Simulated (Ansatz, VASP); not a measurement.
## Two plane-wave programs on SnGe5Se6

```xyz
12
Lattice="4.1076 0.0000 0.0000 -2.0538 3.5573 0.0000 0.0000 0.0000 20.1229" Properties=species:S:1:pos:R:3 pbc="T T T"
Sn    0.0000    0.0000    0.0000
Ge    2.0538    1.1858    3.3538
Ge    0.0000    2.3715    6.7076
Ge    0.0000    0.0000   10.0615
Ge    2.0538    1.1858   13.4153
Ge    0.0000    2.3715   16.7691
Se    0.0000    2.3715    1.6769
Se    0.0000    0.0000    5.0307
Se    2.0538    1.1858    8.3846
Se    0.0000    2.3715   11.7384
Se    0.0000    0.0000   15.0922
Se    2.0538    1.1858   18.4460
```

Alike in both runs: task single point; functional PBE; k mesh 6 × 6 × 1; occupations gaussian, width 0.1 eV; no spin polarisation.

|  | VASP | Ansatz |
| --- | --- | --- |
| version | VASP 6.6.1 | Ansatz 0.2.0 |
| potentials or method | VASP PAW PBE potentials, release 64 (Sn_d, Ge_d, Se), cutoff 520 eV | scalar-relativistic, plane waves, PAW |
| valence electrons in the cell | 120 | 180 |

Ansatz gave:

| Item | Value |
| --- | --- |
| gap on the k mesh at the Fermi level (eV) | 0.05 |
| least direct gap on the mesh (eV) | 0.05 |
| pressure (GPa) | -1.9 |
| rms of the force components (eV/Å) | 0.175 |

Problem. Estimate VASP's values.

Solution. gap on the k mesh at the Fermi level (eV): 0.05; least direct gap on the mesh (eV): 0.05; pressure (GPa): -2.0; rms of the force components (eV/Å): 0.175.

Atom by atom the forces differ by 0.000 eV/Å (rms over components). VASP's potentials hold 120 valence electrons a cell and Ansatz's 180, so a difference there can come from the potentials and not from the codes.
